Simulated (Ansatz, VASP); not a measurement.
**CuO in VASP and in Ansatz**

```
CELL_PARAMETERS angstrom
2.55255 0.00000 0.00000
0.00000 2.55255 0.00000
0.00000 0.00000 2.55255
ATOMIC_POSITIONS crystal
Cu 0.00000 0.00000 0.00000
O 0.50000 0.50000 0.50000
```

Alike in both runs: task single point; functional PBEsol; k mesh 7 × 7 × 7; occupations gaussian, width 0.05 eV; collinear spin; Hubbard terms Cu d U = 4.0 eV.

```csv
,VASP,Ansatz
version,VASP 6.6.1,Ansatz 0.2.0
potentials or method,"VASP PAW PBE potentials, release 64 (Cu_sv_GW, O), cutoff 700 eV","scalar-relativistic, plane waves, PAW"
valence electrons in the cell,25,25
```

|  | VASP | Ansatz | Ansatz less VASP |
| --- | --- | --- | --- |
| gap on the k mesh at the Fermi level (eV) | none | none | - |
| pressure (GPa) | 7.1 | 15.0 | +7.81 |
| net moment per atom (μB) | 0.50 | 0.50 | 0.000 |
| size of the moment on the site where the two differ most (μB) | 0.53 | 0.63 | +0.098 |

VASP's potentials were made for PBE, not for PBEsol. Site moments also hang on the region over which each program counts them. The programs project onto different local orbitals, so the same U acts differently, and such runs can settle in different states. A gap of «none» marks a metal or a gap that the smearing closes. Ansatz's warnings: filled band counts differ across k points, stress scf threshold loose.
